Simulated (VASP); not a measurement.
# SiC (R3m) in VASP: single point with HSE06

Aim: the single point of SiC with HSE06.

Everything below comes from runs of VASP 6.6.1. Logs are shortened: lines on timing, memory, paths and dates and some standing lists are left out, and cuts for length are marked.

### Step 1. The cell of the first run

The structure is trigonal, space group R3m (No. 160). The conventional cell has a = 3.012 Å, b = 3.012 Å, c = 7.579 Å, α = 90.00°, β = 90.00°, γ = 120.00°. Si (site symmetry 3m) has 4 C at 1.85 to 1.88 Å within 2.5 Å. C (site symmetry 3m) has 4 Si at 1.85 to 1.88 Å within 2.5 Å.

### Step 2. Single point, HSE06 (epitaxial 111 strain -2.2%)

File POSCAR:

```
SiC
1.0
    0.0387500500      2.1684496355      2.1684496355
    2.1684496355      0.0387500500      2.1684496355
    2.1684496355      2.1684496355      0.0387500500
Si C
1 1
Direct
    0.0009017569      0.0009017569      0.0009017569
    0.2490982431      0.2490982431      0.2490982431
```

File INCAR.step1:

```
SYSTEM = SiC
ALGO = Normal
EDIFF = 1E-5
ENCUT = 520
GGA = PE
ISIF = 2
ISMEAR = 0
LASPH = .True.
LCHARG = .False.
LREAL = .False.
LWAVE = .True.
NBANDS = 11
NELM = 100
PREC = Accurate
SIGMA = 0.01
```

File INCAR.step2:

```
SYSTEM = SiC
ALGO = Normal
EDIFF = 1E-6
ENCUT = 520
GGA = PE
HFSCREEN = 0.2079
ISIF = 2
ISMEAR = 0
ISTART = 1
LASPH = .True.
LCHARG = .False.
LHFCALC = .True.
LREAL = .False.
LWAVE = .False.
NBANDS = 11
NELM = 100
PREC = Accurate
PRECFOCK = Normal
SIGMA = 0.01
```

File KPOINTS:

```
k-points
0
Gamma
  8 8 8
  0 0 0
```

Potentials or basis: VASP PAW PBE potentials, release 64 (Si, C).

On the command line:

```console
> cat potpaw_PBE.64/Si/POTCAR potpaw_PBE.64/C/POTCAR > POTCAR
> cp INCAR.step1 INCAR
> mpirun -np 1 vasp_std > vasp.out
> cp INCAR.step2 INCAR
> mpirun -np 1 vasp_std > vasp.out
```

OUTCAR:

```text
SYSTEM = SiC
   EDIFF = 1E-6
   ENCUT = 520
   GGA = PE
   HFSCREEN = 0.2079
   ISIF = 2
   ISMEAR = 0
   ISTART = 1
   LASPH = .True.
   LHFCALC = .True.
   LREAL = .False.
   NELM = 100
   PREC = Accurate
   PRECFOCK = Normal

 ion  position               nearest neighbor table
   1  0.001  0.001  0.001-   2 1.85   2 1.85   2 1.85   2 1.88
   2  0.249  0.249  0.249-   1 1.85   1 1.85   1 1.85   1 1.88

  LATTYP: Found a trigonal (rhomboedric) cell.
 ALAT       =     3.0668956959
 COS(alpha) =     0.5177872595

  Lattice vectors:

 A1 = (   0.0387500500,   2.1684496355,   2.1684496355)
 A2 = (   2.1684496355,   0.0387500500,   2.1684496355)
 A3 = (   2.1684496355,   2.1684496355,   0.0387500500)

Analysis of symmetry for initial positions (statically):
=====================================================================
 Subroutine PRICEL returns:
 Original cell was already a primitive cell.

 Routine SETGRP: Setting up the symmetry group for a
 trigonal (rhombohedral) supercell.

 Subroutine GETGRP returns: Found  6 space group operations
 (whereof  6 operations were pure point group operations)
 out of a pool of 12 trial point group operations.

The static configuration has the point symmetry C_3v.

Analysis of symmetry for dynamics (positions and initial velocities):
=====================================================================
 Subroutine PRICEL returns:
 Original cell was already a primitive cell.

 Routine SETGRP: Setting up the symmetry group for a
 trigonal (rhombohedral) supercell.

 Subroutine GETGRP returns: Found  6 space group operations
 (whereof  6 operations were pure point group operations)
 out of a pool of 12 trial point group operations.

The dynamic configuration has the point symmetry C_3v.

 Subroutine INISYM returns: Found  6 space group operations
 (whereof  6 operations are pure point group operations),
 and found     1 'primitive' translations

----------------------------------------------------------------------------------------

                                     Primitive cell

  volume of cell :      19.8463

  direct lattice vectors                    reciprocal lattice vectors
     0.038750050  2.168449636  2.168449636    -0.236854026  0.232695768  0.232695768
     2.168449636  0.038750050  2.168449636     0.232695768 -0.236854026  0.232695768
     2.168449636  2.168449636  0.038750050     0.232695768  0.232695768 -0.236854026

  length of vectors
     3.066895696  3.066895696  3.066895696     0.405455879  0.405455879  0.405455879

  position of ions in fractional coordinates (direct lattice)
     0.000901757  0.000901757  0.000901757
     0.249098243  0.249098243  0.249098243

  ion indices of the primitive-cell ions
   primitive index   ion index
                 1           1
                 2           2

----------------------------------------------------------------------------------------

 KPOINTS: k-points

Automatic generation of k-mesh.
 Grid dimensions read from file:
 generate k-points for:    8    8    8

 Generating k-lattice:

  Cartesian coordinates                     Fractional coordinates (reciprocal lattice)
    -0.029606753  0.029086971  0.029086971     0.125000000  0.000000000  0.000000000
     0.029086971 -0.029606753  0.029086971     0.000000000  0.125000000  0.000000000
     0.029086971  0.029086971 -0.029606753     0.000000000  0.000000000  0.125000000

  Length of vectors
     0.050681985  0.050681985  0.050681985

  Shift w.r.t. Gamma in fractional coordinates (k-lattice)
     0.000000000  0.000000000  0.000000000

 Subroutine IBZKPT returns following result:
 ===========================================

 Found     65 irreducible k-points:

 Following reciprocal coordinates:
            Coordinates               Weight
  0.000000  0.000000  0.000000      1.000000
  0.125000  0.000000  0.000000      6.000000
  0.250000  0.000000  0.000000      6.000000
  0.375000  0.000000  0.000000      6.000000
  0.500000  0.000000  0.000000      3.000000
  0.125000  0.125000 -0.000000      6.000000
[... 16 lines left out ...]
  0.250000  0.125000  0.125000      6.000000
  0.375000  0.125000  0.125000      6.000000
 [... further k-points ...]
   k-points           NKPTS =     65   k-points in BZ     NKDIM =    512   number of bands    NBANDS=     11
   number of dos      NEDOS =    301   number of ions     NIONS =      2
   total plane-waves  NPLWV =  13824
   dimension x,y,z NGX =    24 NGY =   24 NGZ =   24
   dimension x,y,z NGXF=    48 NGYF=   48 NGZF=   48
   ions per type =               1   1
   NGX,Y,Z   is equivalent  to a cutoff of  13.01, 13.01, 13.01 a.u.
   NGXF,Y,Z  is equivalent  to a cutoff of  26.02, 26.02, 26.02 a.u.
 SYSTEM =  SiC
   PREC   = accura    normal or accurate (medium, high low for compatibility)
   ISTART =      1    job   : 0-new  1-cont  2-samecut
   ICHARG =      0    charge: 1-file 2-atom 10-const
   ISPIN  =      1    spin polarized calculation?
   LNONCOLLINEAR =      F non collinear calculations
   LSORBIT =      F    spin-orbit coupling
   LASPH  =      T    aspherical Exc in radial PAW
   ENCUT  =  520.0 eV  38.22 Ry    6.18 a.u.   5.70  5.70  5.70*2*pi/ulx,y,z
   NELM   =    100;   NELMIN=  2; NELMDL=  0     # of ELM steps
   EDIFF  = 0.1E-05   stopping-criterion for ELM
   LREAL  =      F    real-space projection
   EDIFFG = 0.1E-04   stopping-criterion for IOM
   NSW    =      0    number of steps for IOM
   IBRION =     -1    ionic relax: 0-MD 1-quasi-New 2-CG
   NFREE  =      0    steps in history (QN), initial steepest desc. (CG)
   ISIF   =      2    stress and relaxation
   ISYM   =      3    0-nonsym 1-usesym 2-fastsym
   POTIM  = 0.5000    time-step for ionic-motion
   TEBEG  =    0.0;   TEEND  =   0.0 temperature during run
   PSTRESS=    0.0 pullay stress
   NELECT =       8.0000    total number of electrons
   NUPDOWN=      -1.0000    fix difference up-down
   EMIN   =  10.00;   EMAX   =-10.00  energy-range for DOS
   EFERMI =   0.00;   METHOD = LEGACY
   ISMEAR =     0;   SIGMA  =   0.01  broadening in eV -4-tet -1-fermi 0-gaus
   EFERMI_NEDOS =   21; number of points for ismear=-14 and -15
   IALGO  =     38    algorithm
   IMIX   =      1    mixing-type and parameters
     AMIX     =   0.40;   BMIX     =  1.00
     AMIX_MAG =   1.60;   BMIX_MAG =  1.00
  volume/ion in A,a.u.               =       9.92        66.96
  Fermi-wavevector in a.u.,A,eV,Ry     =   1.209331  2.285304 19.898260  1.462481
  Thomas-Fermi vector in A             =   2.344911
   LORBIT       =      0    0 simple, 1 ext, 2 COOP (PROOUT), +10 PAW based schemes
   GGA     = PE    functional components
   LHFCALC =     T    Hartree Fock is set to
   PRECFOCK=normal    Normal, Fast or Accurate (Low or Medium for compatibility)
   ENCUT4O =  -1.0   cutoff for four orbital integrals eV
   NKREDX  =     1    reduce k-point grid by
   NKREDY  =     1    reduce k-point grid by
   NKREDZ  =     1    reduce k-point grid by
   AEXX    =    0.2500 exact exchange contribution
   HFSCREEN=    0.2079 screening length (either q_TF or 0.3 A-1)
   HFSCREENC=   0.2079 screening length for correlation (either q_TF or 0.3 A-1)
   ENCUTFOCK=  -1.0 apply spherical cutoff to Coloumb kernel
   IVDW    =     0    specifies the selected vdW correction
   LEPSILON=     F    determine dielectric tensor
   LRPA    =     F    only Hartree local field effects (RPA)
 non-spin polarized calculation
 Gauss-broadening in eV      SIGMA  =   0.01
  energy-cutoff  :      520.00
  volume of cell :       19.85
 maximum number of plane-waves:       552
  NGX = 18; NGY = 18; NGZ = 18

 number of electron       8.0000000 magnetization

 Free energy of the ion-electron system (eV)
  ---------------------------------------------------
  ext. energy  EPLUGINS =         0.00000000
  ---------------------------------------------------
  free energy    TOTEN  =       -17.38968058 eV

  energy without entropy =      -17.38968058  energy(sigma->0) =      -17.38968058

 E-fermi :   8.1411     XC(G=0):  -9.4976

 val. band max:        8.0540429023   @ k =   0.0000   0.0000   0.0000
 cond. band min:      10.1401032194   @ k =   0.5000   0.5000  -0.0000
 fundamental gap:      2.0860603171
 Fermi energy:         8.1410923417

 k-point     1 :       0.0000    0.0000    0.0000
  band No.  band energies     occupation
      1      -9.3812      2.00000
      2       7.7583      2.00000
      3       8.0540      2.00000
      4       8.0540      2.00000
      5      15.6548      0.00000
      6      16.8039      0.00000
      7      17.0798      0.00000
      8      17.0798      0.00000
      9      24.3144      0.00000
     10      24.3144      0.00000
     11      26.6035      0.00000

 k-point     2 :       0.1250    0.0000    0.0000
  band No.  band energies     occupation
      1      -9.0346      2.00000
      2       6.4139      2.00000
      3       7.5787      2.00000
      4       7.8168      2.00000
      5      15.8182      0.00000
      6      17.0528      0.00000
      7      17.4632      0.00000
      8      17.8374      0.00000
      9      22.8087      0.00000
     10      23.0226      0.00000
     11      25.8449      0.00000

 k-point     3 :       0.2500    0.0000    0.0000
  band No.  band energies     occupation
      1      -8.0196      2.00000
      2       3.2604      2.00000
      3       7.1405      2.00000
      4       7.3335      2.00000
      5      15.4063      0.00000
      6      17.2448      0.00000
      7      17.6045      0.00000
      8      19.3271      0.00000
      9      22.5266      0.00000
     10      23.0635      0.00000
     11      24.9540      0.00000
[... 267 lines left out ...]
 k-point    23 :       0.2500    0.1250    0.1250
  band No.  band energies     occupation
      1      -8.4943      2.00000
      2       4.8917      2.00000
      3       6.2858      2.00000
      4       7.8747      2.00000
      5      16.5520      0.00000
      6      17.3459      0.00000
      7      17.5708      0.00000
      8      18.4120      0.00000
      9      21.3645      0.00000
     10      23.4293      0.00000
     11      27.6834      0.00000

 k-point    24 :       0.3750    0.1250    0.1250
  band No.  band energies     occupation
      1      -7.2966      2.00000
      2       2.3403      2.00000
      3       5.2315      2.00000
      4       7.3685      2.00000
      5      15.9671      0.00000
      6      17.1800      0.00000
      7      17.6697      0.00000
      8      19.6026      0.00000
      9      21.9612      0.00000
     10      24.7735      0.00000
     11      27.0684      0.00000

 [... further k-points ...]

------------------------ aborting loop because EDIFF is reached ----------------------------------------

  FORCE on cell =-STRESS in cart. coord.  units (eV):
  Direction    XX          YY          ZZ          XY          YZ          ZX
  --------------------------------------------------------------------------------------
  -------------------------------------------------------------------------------------
  Total        1.0499336      1.0499336      1.0499336     -0.6236962     -0.6236962     -0.6236962
  in kB       84.7604398     84.7604398     84.7604398    -50.3505774    -50.3505774    -50.3505774
  external PRESSURE =      84.7604398 kB  Pullay stress =       0.0000000 kB

 VOLUME and BASIS-vectors are now :
 -----------------------------------------------------------------------------
  energy-cutoff  :      520.00
  volume of cell :       19.85
      direct lattice vectors                 reciprocal lattice vectors
     0.038750050  2.168449636  2.168449636    -0.236854026  0.232695768  0.232695768
     2.168449636  0.038750050  2.168449636     0.232695768 -0.236854026  0.232695768
     2.168449636  2.168449636  0.038750050     0.232695768  0.232695768 -0.236854026

 POSITION                                       TOTAL-FORCE (eV/Angst)
 -----------------------------------------------------------------------------------
      0.00395      0.00395      0.00395         0.002600      0.002600      0.002600
      1.08997      1.08997      1.08997        -0.002600     -0.002600     -0.002600
 -----------------------------------------------------------------------------------
    total drift:                                0.000067      0.000067      0.000067

  FREE ENERGIE OF THE ION-ELECTRON SYSTEM (eV)
  ---------------------------------------------------
  free  energy   TOTEN  =       -17.3896805754 eV

  energy  without entropy=      -17.3896805754  energy(sigma->0) =      -17.38968058
```

Wall time 85 min (1 thread of Oxide Virtual Turin-like, shared host); peak memory 0.23 GiB.

Results:

```yaml
Free_energy: -17.3897 eV
Pressure: 8.5 GPa
Largest_force: 0.005 eV/Å
Band_gap_on_the_k_mesh: 2.09 eV (least direct gap 5.59 eV)
```

Forces in eV/Å, atoms in the order of the input:
```
Si   0.003  0.003  0.003
C   -0.003 -0.003 -0.003
```

Stress tensor (GPa, compression positive):
```
 8.48 -5.04 -5.04
-5.04  8.48 -5.04
-5.04 -5.04  8.48
```

Caveat: the cell differs from its parent crystal (epitaxial 111 strain -2.2%); the cell stands under pressure; the PAW data sets were made with another functional, which shifts forces and pressure a little.
